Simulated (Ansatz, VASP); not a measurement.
# Two plane-wave programs on Ni

Contents of POSCAR:

```
Ni
1.0
    0.0000000000      1.7565575398      1.7565575398
    1.7565575398      0.0000000000      1.7565575398
    1.7565575398      1.7565575398      0.0000000000
Ni
1
Direct
    0.0000000000      0.0000000000      0.0000000000
```

INCAR.step1

```
ALGO = Normal
EDIFF = 1E-4
ENCUT = 520
GGA = PE
ISMEAR = 0
ISPIN = 2
LASPH = True
LCHARG = False
LMAXMIX = 4
LREAL = False
LWAVE = True
MAGMOM = 0.9
NBANDS = 15
NELM = 150
PREC = Accurate
SIGMA = 0.1
```

File INCAR.step2:

```
ALGO = Normal
EDIFF = 1E-6
ENCUT = 520
ISIF = 2
ISMEAR = 0
ISPIN = 2
ISTART = 1
LASPH = True
LCHARG = True
LELF = True
LMAXMIX = 4
LMIXTAU = True
LORBIT = 11
LREAL = False
LVHAR = True
LWAVE = False
MAGMOM = 0.9
METAGGA = R2SCAN
NBANDS = 15
NELM = 150
PREC = Accurate
SIGMA = 0.1
```

Contents of KPOINTS:

```
k-points
0
Gamma
  20 20 20
```

Input for Ansatz:

```yaml
crystal:
  lattice:
    - [0.0, 1.7565575398, 1.7565575398]
    - [1.7565575398, 0.0, 1.7565575398]
    - [1.7565575398, 1.7565575398, 0.0]
  atoms:
    - { symbol: Ni, position: [0.0, 0.0, 0.0], spin: 0.9 }
basis:
  ecutwfc: 500
kpoints:
  mp_grid: { grid: [20, 20, 20] }
hamiltonian:
  xc: r2scan
scf:
  occupations: { method: gaussian, width: 0.1 }
output:
  forces: true
  stress: true
  eigenvalues: true
  populations: true
magnetization:
  spin_polarized: true
```

Alike in both runs: task single point; functional r2SCAN; k mesh 20 × 20 × 20; occupations gaussian, width 0.1 eV; collinear spin.

|  | VASP | Ansatz |
| --- | --- | --- |
| version | VASP 6.6.1 | Ansatz 0.2.0 |
| potentials or method | VASP PAW PBE potentials, release 64 (Ni), cutoff 520 eV | scalar-relativistic, plane waves, PAW |
| valence electrons in the cell | 10 | 18 |

```tsv
	VASP	Ansatz	Ansatz less VASP
gap on the k mesh at the Fermi level (eV)	none	none	-
pressure (GPa)	-5.4	-6.0	-0.51
net moment per atom (μB)	0.74	0.77	+0.021
size of the moment on the site where the two differ most (μB)	0.77	0.83	+0.067
```

VASP's potentials were made for PBE, not for r2SCAN. Site moments also hang on the region over which each program counts them. A gap of «none» marks a metal or a gap that the smearing closes. VASP's potentials hold 10 valence electrons a cell and Ansatz's 18, so a difference there can come from the potentials and not from the codes. Ansatz's warnings: stability check not made.
